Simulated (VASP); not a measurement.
# FeSi (Fm-3m) in VASP: single point with PBE

Aim: the single point of FeSi with PBE.

Program: VASP 6.6.1. These are calculated values, not measurements. Logs are shortened: lines on timing, memory, paths and dates and some standing lists are left out, and cuts for length are marked.

**1. The cell of the first run**

The structure is cubic, space group Fm-3m (No. 225). The conventional cell has a = 4.550 Å, b = 4.550 Å, c = 4.550 Å, α = 90.00°, β = 90.00°, γ = 90.00°. Fe (site symmetry m-3m) has 6 Si at 2.27 Å within 3.0 Å. Within 3.0 Å of Si (site symmetry m-3m) lie 6 Fe at 2.27 Å.

**2. Single point, PBE, collinear spin, ferrimagnetic start**

The input, INCAR:

```
ALGO     = Normal         # electronic algorithm
EDIFF    = 1E-6           # SCF threshold, eV
ENCUT    = 600            # plane-wave cutoff, eV
GGA      = PE             # functional
GGA_COMPAT= False        
ISIF     = 2              # what is computed and relaxed
ISMEAR   = -1             # smearing method
ISPIN    = 2              # spin polarisation
LASPH    = True           # aspherical terms in the spheres
LCHARG   = False          # write CHGCAR
LMAXMIX  = 4              # l up to which the mixer works
LORBIT   = 11             # projections on sites
LREAL    = False          # projectors in reciprocal space
LWAVE    = False          # write WAVECAR
MAGMOM   = 1.04 -0.03     # initial moments
NBANDS   = 17             # bands
NELM     = 200            # most SCF steps
PREC     = Accurate       # precision mode
SIGMA    = 0.1            # smearing width, eV
```

The input, KPOINTS:

```
k-points
0
Gamma
  6 6 6
```

The input, POSCAR:

```
FeSi
1.0
    0.0000000000      2.2750000000      2.2750000000
    2.2750000000      0.0000000000      2.2750000000
    2.2750000000      2.2750000000      0.0000000000
Fe Si
1 1
Direct
    0.0000000000      0.0000000000      0.0000000000
    0.5000000000      0.5000000000      0.5000000000
```

Potentials or basis: VASP PAW PBE potentials, release 64 (Fe, Si).

Launch:

```bash
> cat potpaw_PBE.64/Fe/POTCAR potpaw_PBE.64/Si/POTCAR > POTCAR
> mpirun -np 1 vasp_std > vasp.out
```

OUTCAR:

```text
EDIFF = 1E-6
   ENCUT = 600
   GGA = PE
   ISIF = 2
   ISMEAR = -1
   ISPIN = 2
   LASPH = True
   LORBIT = 11
   LREAL = False
   NELM = 200
   PREC = Accurate

 ion  position               nearest neighbor table
   1  0.000  0.000  0.000-   2 2.27   2 2.27   2 2.27   2 2.27   2 2.27   2 2.27
   2  0.500  0.500  0.500-   1 2.27   1 2.27   1 2.27   1 2.27   1 2.27   1 2.27

  LATTYP: Found a face centered cubic cell.
 ALAT       =     4.5500000000

  Lattice vectors:

 A1 = (   0.0000000000,   2.2750000000,   2.2750000000)
 A2 = (   2.2750000000,   0.0000000000,   2.2750000000)
 A3 = (   2.2750000000,   2.2750000000,   0.0000000000)

Analysis of symmetry for initial positions (statically):
=====================================================================
 Subroutine PRICEL returns:
 Original cell was already a primitive cell.

 Routine SETGRP: Setting up the symmetry group for a
 face centered cubic supercell.

 Subroutine GETGRP returns: Found 48 space group operations
 (whereof 48 operations were pure point group operations)
 out of a pool of 48 trial point group operations.

The static configuration has the point symmetry O_h .

Analysis of symmetry for dynamics (positions and initial velocities):
=====================================================================
 Subroutine PRICEL returns:
 Original cell was already a primitive cell.

 Routine SETGRP: Setting up the symmetry group for a
 face centered cubic supercell.

 Subroutine GETGRP returns: Found 48 space group operations
 (whereof 48 operations were pure point group operations)
 out of a pool of 48 trial point group operations.

The dynamic configuration has the point symmetry O_h .

Analysis of structural, dynamic, and magnetic symmetry:
=====================================================================
 Subroutine PRICEL returns:
 Original cell was already a primitive cell.

 Routine SETGRP: Setting up the symmetry group for a
 face centered cubic supercell.

 Subroutine GETGRP returns: Found 48 space group operations
 (whereof 48 operations were pure point group operations)
 out of a pool of 48 trial point group operations.

The overall configuration has the point symmetry O_h .

 Subroutine INISYM returns: Found 48 space group operations
 (whereof 48 operations are pure point group operations),
 and found     1 'primitive' translations

----------------------------------------------------------------------------------------

                                     Primitive cell
[... 107 lines left out ...]
   GGA     = PE    functional components
   LHFCALC =     F    Hartree Fock is set to
   AEXX    =    0.0000 exact exchange contribution
   IVDW    =     0    specifies the selected vdW correction
   LEPSILON=     F    determine dielectric tensor
   LRPA    =     F    only Hartree local field effects (RPA)
 spin polarized calculation
  energy-cutoff  :      600.00
  volume of cell :       23.55
 maximum number of plane-waves:       797
 NGX is ok and might be reduce to    28
   NGX = 13   NGY = 13   NGZ = 13

 number of electron      11.9999999 magnetization       0.8929056

 Free energy of the ion-electron system (eV)
  ---------------------------------------------------
  ext. energy  EPLUGINS =         0.00000000
  ---------------------------------------------------
  free energy    TOTEN  =       -13.08914132 eV

  energy without entropy =      -13.00620234  energy(sigma->0) =      -13.04767183

 E-fermi :   9.0824     XC(G=0): -12.3870

 val. band max:        9.0549203238   @ k =  -0.3333   0.5000   0.1667
 cond. band min:       9.0918331013   @ k =   0.5000   0.3333   0.0000
 fundamental gap:      0.0369127776
 Fermi energy:         9.0824032193

 spin component 1

 k-point     1 :       0.0000    0.0000    0.0000
  band No.  band energies     occupation
      1      -3.6327      1.00000
      2       6.6986      1.00000
      3       6.6986      1.00000
      4       6.6986      1.00000
      5       7.0372      1.00000
      6       7.0372      1.00000
[... 296 lines left out ...]
      3       4.7979      1.00000
      4       6.0655      1.00000
      5       8.2646      0.99972
      6       8.5497      0.99516
[... 9 lines left out ...]
     16      31.5929      0.00000
     17      32.7214      0.00000
 Fermi energy:         9.0824032193

 spin component 2

 k-point     1 :       0.0000    0.0000    0.0000
  band No.  band energies     occupation
      1      -3.6176      1.00000
      2       7.5449      1.00000
      3       7.5449      1.00000
      4       7.5449      1.00000
      5       7.6010      1.00000
      6       7.6010      1.00000
[... 297 lines left out ...]
      4       6.3521      1.00000
      5       9.3355      0.07373
      6       9.3638      0.05655
[... 9 lines left out ...]
     16      31.7060      0.00000
     17      32.7873      0.00000

------------------------ aborting loop because EDIFF is reached ----------------------------------------

  FORCE on cell =-STRESS in cart. coord.  units (eV):
  Direction    XX          YY          ZZ          XY          YZ          ZX
  --------------------------------------------------------------------------------------
  -------------------------------------------------------------------------------------
  Total        2.5125033      2.5125033      2.5125033      0.0000000     -0.0000000      0.0000000
  in kB      170.9397359    170.9397359    170.9397359      0.0000000     -0.0000000      0.0000000
  external PRESSURE =     170.9397359 kB  Pullay stress =       0.0000000 kB

 VOLUME and BASIS-vectors are now :
 -----------------------------------------------------------------------------
  energy-cutoff  :      600.00
  volume of cell :       23.55
      direct lattice vectors                 reciprocal lattice vectors
     0.000000000  2.275000000  2.275000000    -0.219780220  0.219780220  0.219780220
     2.275000000  0.000000000  2.275000000     0.219780220 -0.219780220  0.219780220
     2.275000000  2.275000000  0.000000000     0.219780220  0.219780220 -0.219780220

 POSITION                                       TOTAL-FORCE (eV/Angst)
 -----------------------------------------------------------------------------------
      0.00000      0.00000      0.00000         0.000000     -0.000000     -0.000000
      2.27500      2.27500      2.27500        -0.000000      0.000000      0.000000
 -----------------------------------------------------------------------------------
    total drift:                               -0.000000      0.000000      0.000000

  FREE ENERGIE OF THE ION-ELECTRON SYSTEM (eV)
  ---------------------------------------------------
  free  energy   TOTEN  =       -13.0891413177 eV

  energy  without entropy=      -13.0062023448  energy(sigma->0) =      -13.04767183

 total charge

# of ion       s       p       d       tot
------------------------------------------
    1        0.461   0.523   6.691   7.675
    2        0.795   0.932   0.000   1.727
--------------------------------------------------
tot          1.256   1.455   6.691   9.402

 magnetization (x)

# of ion       s       p       d       tot
------------------------------------------
    1        0.042   0.000   0.899   0.942
    2       -0.010  -0.023   0.000  -0.032
--------------------------------------------------
tot          0.032  -0.022   0.899   0.909
```

OSZICAR:

```text
N       E                     dE             d eps       ncg     rms          rms(c)
DAV:   1     0.424904470590E+02    0.42490E+02   -0.57221E+03  1120   0.830E+02
DAV:   2    -0.122258832225E+02   -0.54716E+02   -0.48724E+02  1153   0.165E+02
DAV:   3    -0.146001964092E+02   -0.23743E+01   -0.23126E+01  1320   0.358E+01
DAV:   4    -0.146237380881E+02   -0.23542E-01   -0.23520E-01  1385   0.313E+00
DAV:   5    -0.146239998502E+02   -0.26176E-03   -0.26175E-03  1324   0.373E-01    0.153E+01
DAV:   6    -0.170238805327E+02   -0.23999E+01   -0.40964E+01  1201   0.713E+01    0.180E+01
DAV:   7    -0.131027703252E+02    0.39211E+01   -0.20531E+01  1312   0.487E+01    0.290E+00
DAV:   8    -0.130933320805E+02    0.94382E-02   -0.11125E-01  1230   0.198E+00    0.133E+00
DAV:   9    -0.130892901688E+02    0.40419E-02   -0.76571E-03  1553   0.796E-01    0.645E-01
DAV:  10    -0.130889521226E+02    0.33805E-03   -0.10009E-03  1486   0.246E-01    0.158E-01
DAV:  11    -0.130891062662E+02   -0.15414E-03   -0.45983E-04  1591   0.187E-01    0.938E-02
DAV:  12    -0.130891107399E+02   -0.44736E-05   -0.39431E-05  1445   0.542E-02    0.551E-02
DAV:  13    -0.130891324363E+02   -0.21696E-04   -0.94800E-05  1434   0.822E-02    0.342E-02
DAV:  14    -0.130891357942E+02   -0.33580E-05   -0.73145E-06  1146   0.207E-02    0.250E-02
DAV:  15    -0.130891408869E+02   -0.50927E-05   -0.26708E-05  1302   0.456E-02    0.675E-03
DAV:  16    -0.130891413177E+02   -0.43083E-06   -0.24709E-06   785   0.125E-02
   1 F= -.13089141E+02 E0= -.13047672E+02  d E =-.829390E-01  mag=     0.8932
```

It took 16 s on 1 thread of Intel Xeon 6975P-C, shared host; peak memory 0.17 GiB.

What came out:

```
Free energy                                           : -13.0891 eV
Pressure                                              : 17.1 GPa
Net moment                                            : 0.89 μB per cell
Site moments                                          : Fe +0.94; Si -0.03 μB
Valence electrons inside the program's atomic spheres : Fe 7.67; Si 1.73
```

Levels at points of the mesh, in eV from the Fermi level:
Spin up:
| k point | band 3 | band 4 | band 5 | band 6 | band 7 | band 8 | band 9 | band 10 |
| --- | --- | --- | --- | --- | --- | --- | --- | --- |
| (0.00, 0.00, 0.00) | -2.38 | -2.38 | -2.05 | -2.05 | 4.81 | 4.81 | 4.81 | 11.26 |
| (0.50, 0.00, 0.00) | -3.37 | -3.37 | -1.07 | -1.07 | -0.18 | 7.10 | 7.10 | 7.12 |
| (0.50, 0.50, 0.00) | -3.77 | -1.48 | -0.82 | -0.82 | 0.13 | 0.13 | 0.62 | 5.87 |
Spin down:
```
           k point  band 4  band 5  band 6  band 7  band 8  band 9
(0.00, 0.00, 0.00)   -1.54   -1.48   -1.48    4.78    4.78    4.78
(0.50, 0.00, 0.00)   -2.92   -0.10   -0.10    0.76    7.07    7.20
(0.50, 0.50, 0.00)   -0.87    0.14    0.14    0.25    0.25    1.10
```

Caveat: the k points lie up to 0.40 Å⁻¹ apart.
